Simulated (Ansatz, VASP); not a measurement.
## Two plane-wave programs on K

File INCAR:

```
SYSTEM = K
  ALGO = Normal
  EDIFF = 1E-6
  ENCUT = 520
  GGA = PE
  ISIF = 2
  ISMEAR = 0
  LASPH = .True.
  LCHARG = .False.
  LREAL = .False.
  LWAVE = .False.
  NBANDS = 10
  NELM = 80
  PREC = Accurate
  SIGMA = 0.05
```

The input KPOINTS:

```
k-points
0
Gamma
  10 10 10
  0 0 0
```

Contents of POSCAR:

```
K
1.0
    4.3104394900      0.0000000000      0.0000000000
    0.0000000000      4.3104394900      0.0000000000
    0.0000000000      0.0000000000      4.3104394900
K
1
Direct
    0.0000000000      0.0000000000      0.0000000000
```

Input for Ansatz:

```yaml
crystal:
  lattice:
    - [4.31043949, 0.0, 0.0]
    - [0.0, 4.31043949, 0.0]
    - [0.0, 0.0, 4.31043949]
  atoms:
    - { symbol: K, position: [0.0, 0.0, 0.0] }
basis:
  ecutwfc: 420
kpoints:
  mp_grid: { grid: [10, 10, 10] }
hamiltonian:
  xc: pbe
scf:
  occupations: { method: gaussian, width: 0.05 }
output:
  forces: true
  eigenvalues: true
  eigenstates:
    nscf_kmesh: { grid: [28, 28, 28] }
    top_band: c6
    de_dk: true
    localisation: false
  stress: true
checkpoint:
  write: ck
  compress: false
  write_wavefunctions: false
  write_every: 100000
```

Alike in both runs: task single point; functional PBE; k mesh 10 × 10 × 10; occupations gaussian, width 0.05 eV; no spin polarisation.

|  | VASP | Ansatz |
| --- | --- | --- |
| version | VASP 6.6.1 | Ansatz 0.2.0 |
| potentials or method | VASP PAW PBE potentials, release 64 (K_sv), cutoff 520 eV | scalar-relativistic, plane waves, PAW |
| valence electrons in the cell | 9 | 9 |

|  | VASP | Ansatz | Ansatz less VASP |
| --- | --- | --- | --- |
| pressure (GPa) | 0.0 | 0.0 | +0.01 |
